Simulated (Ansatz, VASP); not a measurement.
# One calculation of Pt, two programs

```xyz
1
Lattice="0.0000 1.9356 1.9356 1.9356 0.0000 1.9356 1.9356 1.9356 0.0000" Properties=species:S:1:pos:R:3 pbc="T T T"
Pt    0.0000    0.0000    0.0000
```

Alike in both runs: task single point; functional LDA; k mesh 20 × 20 × 20; occupations fermi-dirac, width 0.15 eV; no spin polarisation.

|  | VASP | Ansatz |
| --- | --- | --- |
| version | VASP 6.6.1 | Ansatz 0.2.0 |
| potentials or method | VASP PAW LDA potentials, release 64 (Pt), cutoff 520 eV | scalar-relativistic, plane waves, PAW |
| valence electrons in the cell | 10 | 18 |

Ansatz gave:

| Quantity | Value |
| --- | --- |
| gap on the k mesh at the Fermi level (eV) | none |
| pressure (GPa) | 6.5 |

**Question.** What did VASP give for the same quantities?

**Answer.** gap on the k mesh at the Fermi level (eV): none; pressure (GPa): 7.3.

LDA's correlation is that of Perdew and Zunger in VASP and of Perdew and Wang (1992) in Ansatz. A gap of «none» marks a metal or a gap that the smearing closes. VASP's potentials hold 10 valence electrons a cell and Ansatz's 18, so a difference there can come from the potentials and not from the codes.

Neither program's run includes spin-orbit coupling.
